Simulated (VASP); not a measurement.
Zr, 1 atom in the cell. The structure is cubic, space group Im-3m (No. 229). The conventional cell has a = 3.546 Å, b = 3.546 Å, c = 3.546 Å, α = 90.00°, β = 90.00°, γ = 90.00°. Zr (site symmetry m-3m) has 14 Zr at 3.07 to 3.55 Å within 4.0 Å. 

```yaml
Program: VASP 6.6.1
Task: relaxation of cell and atoms
Functional: PBE
Potentials_or_basis: VASP PAW PBE potentials, release 64 (Zr_sv)
Cutoff: 600 eV
k_mesh: 13 × 13 × 13
Occupations: fermi-dirac, width 0.05 eV
Spin: no spin polarisation
Dipole_correction: no
Further_INCAR_settings: ALGO = Normal; EDIFF = 1e-07; IBRION = 2; EDIFFG = -0.005; NSW = 100; ISIF = 3
```

Potentials or basis: VASP PAW PBE potentials, release 64 (Zr_sv).

Command:

```console
$ cat potpaw_PBE.64/Zr_sv/POTCAR > POTCAR
$ mpirun -np 1 vasp_std > vasp.out
```

Hardware: 1 thread of Intel Xeon 6975P-C (shared host).

Q: Estimate the wall time of this run.

A: Run time: 100 s on 1 thread of Intel Xeon 6975P-C, with other jobs on the host, peak memory 0.18 GiB. Counts: scf iterations 28, k points 84, ion steps 3.
